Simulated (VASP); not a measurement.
CdSe: single point with RPBE

CdSe:

```
Cd Se
1.0
     0.00000    3.07027    3.07027
     3.07027    0.00000    3.07027
     3.07027    3.07027    0.00000
Cd Se
1 1
Direct
  0.00000 0.00000 0.00000
  0.75000 0.75000 0.75000
```

| Property | Result |
| --- | --- |
| Program | VASP 6.6.1 |
| Task | single point |
| Functional | RPBE |
| Potentials or basis | VASP PAW PBE potentials, release 64 (Cd, Se) |
| Cutoff | 520 eV |
| k mesh | 6 × 6 × 6 |
| Occupations | gaussian, width 0.01 eV |
| Spin | no spin polarisation |
| Dipole correction | no |
| Further INCAR settings | ALGO = Normal; EDIFF = 1e-06; NBANDS = 16 |

* Pressure: 3.5 GPa
* Band gap on the k mesh: 0.72 eV, direct

Levels at points of the mesh, in eV from the valence-band top:
| k point | band 5 | band 6 | band 7 | band 8 | band 9 | band 10 | band 11 | band 12 | band 13 | band 14 |
| --- | --- | --- | --- | --- | --- | --- | --- | --- | --- | --- |
| (0.00, 0.00, 0.00) | -7.51 | -7.51 | 0.00 | 0.00 | 0.00 | 0.72 | 6.01 | 6.01 | 6.01 | 9.94 |
| (0.50, 0.00, 0.00) | -7.49 | -7.23 | -4.17 | -0.70 | -0.70 | 2.49 | 6.52 | 6.52 | 7.55 | 10.22 |
| (0.50, 0.50, 0.00) | -7.46 | -7.17 | -3.91 | -1.74 | -1.74 | 3.37 | 3.83 | 9.19 | 10.16 | 10.16 |

Run time: 11 s on 1 thread of Intel Xeon 6975P-C, with other jobs on the host, peak memory 0.18 GiB.

Caveat: the PAW data sets were made with another functional, which shifts forces and pressure a little. As with any semilocal functional, this RPBE gap is likely too small.
